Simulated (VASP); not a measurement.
In: single point with PBE

The system is In.

```
CELL_PARAMETERS angstrom
2.60642 0.00000 0.00000
-1.30321 2.25723 0.00000
0.00000 0.00000 4.24975
ATOMIC_POSITIONS crystal
In 0.33333 0.66667 0.25000
In 0.66667 0.33333 0.75000
```

This cell differs from its parent crystal: volume scaled by 0.45.

```
Program             : VASP 6.6.1
Task                : single point
Functional          : PBE
Potentials or basis : VASP PAW PBE potentials, release 64 (In_d)
Cutoff              : 520 eV
k mesh              : 13 × 13 × 7
Occupations         : fermi-dirac, width 0.08 eV
Spin                : no spin polarisation
```

```json
{"Pressure": "212.6 GPa", "Band gap on the k mesh": "zero (band 13 reaches 25.76 eV, above the bottom of band 14 at 17.73 eV)"}
```

Stress tensor (GPa, compression positive):
```
212.64   0.00   0.00
  0.00 212.64   0.00
  0.00   0.00 212.53
```

Levels at points of the mesh, in eV from the Fermi level:
| k point | band 10 | band 11 | band 12 | band 13 | band 14 | band 15 | band 16 | band 17 |
| --- | --- | --- | --- | --- | --- | --- | --- | --- |
| (0.00, 0.00, 0.00) | -16.03 | -16.03 | -8.56 | -4.65 | 10.49 | 12.68 | 12.92 | 13.87 |

Wall time 48 s on 1 thread of Intel Xeon 8259CL, on a shared host, peak memory 0.16 GiB.

Caveat: spin-orbit coupling is left out, which moves the levels of the heavy elements.
